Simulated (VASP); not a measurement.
Here is a VASP 6.6.1 calculation.

File INCAR:

```
PREC     = Accurate       # precision mode
ENCUT    = 520            # plane-wave cutoff, eV
EDIFF    = 1E-6           # SCF threshold, eV
ISMEAR   = -1             # smearing method
SIGMA    = 0.05           # smearing width, eV
LREAL    = F              # projectors in reciprocal space
LASPH    = T              # aspherical terms in the spheres
NELM     = 80             # most SCF steps
ALGO     = Normal         # electronic algorithm
ISIF     = 2              # what is computed and relaxed
LWAVE    = F              # write WAVECAR
LCHARG   = F              # write CHGCAR
NBANDS   = 12             # bands
```

KPOINTS

```
Automatic mesh
0
Gamma
  14 14 8
```

POSCAR

```
Sb
1.0
    3.1667352424      0.0000000000      0.0000000000
   -1.5833676212      2.7424731669      0.0000000000
    0.0000000000      0.0000000000      5.2033119504
Sb
2
Direct
    0.3333333333      0.6666666667      0.2500000000
    0.6666666667      0.3333333333      0.7500000000
```

Potentials or basis: VASP PAW LDA potentials, release 64 (Sb).

Launch:

```bash
$ cat potpaw_LDA.64/Sb/POTCAR > POTCAR
$ mpirun -np 1 vasp_std > vasp.out
```

Estimate the pressure.

12.6 GPa.

What does it give for the band gap on the k mesh?

Zero (band 5 reaches 16.38 eV, above the bottom of band 6 at 7.27 eV).

Caveat: spin-orbit coupling is left out, which moves the levels of the heavy elements.
